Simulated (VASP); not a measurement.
**MgO: single point with PBEsol**

MgO:

```
Mg O
1.0
     0.00000    2.17770    2.17770
     2.17770    0.00000    2.17770
     2.17770    2.17770    0.00000
Mg O
1 1
Direct
  0.00000 0.00000 0.00000
  0.50000 0.50000 0.50000
```

- Program: VASP 6.6.1
- Task: single point
- Functional: PBEsol
- Potentials or basis: VASP PAW PBE potentials, release 64 (Mg, O)
- Cutoff: 600 eV
- k mesh: 9 × 9 × 9
- Occupations: fermi-dirac, width 0.1 eV
- Spin: no spin polarisation
- Dipole correction: no
- Further INCAR settings: ALGO = Normal; EDIFF = 1e-06; NBANDS = 11

| Item | Value |
| --- | --- |
| Pressure | -13.5 GPa |
| Band gap on the k mesh | 3.73 eV |

Levels at points of the mesh, in eV from the valence-band top:
| k point | band 2 | band 3 | band 4 | band 5 | band 6 | band 7 |
| --- | --- | --- | --- | --- | --- | --- |
| (0.00, 0.00, 0.00) | 0.00 | 0.00 | 0.00 | 3.73 | 15.07 | 15.07 |

Wall time 23 s on 1 thread of AMD EPYC 7R43 64-Core Processor (Zen 3), on a shared host, peak memory 0.13 GiB.

Caveat: the cell stands under tension; the PAW data sets were made with another functional, which shifts forces and pressure a little.
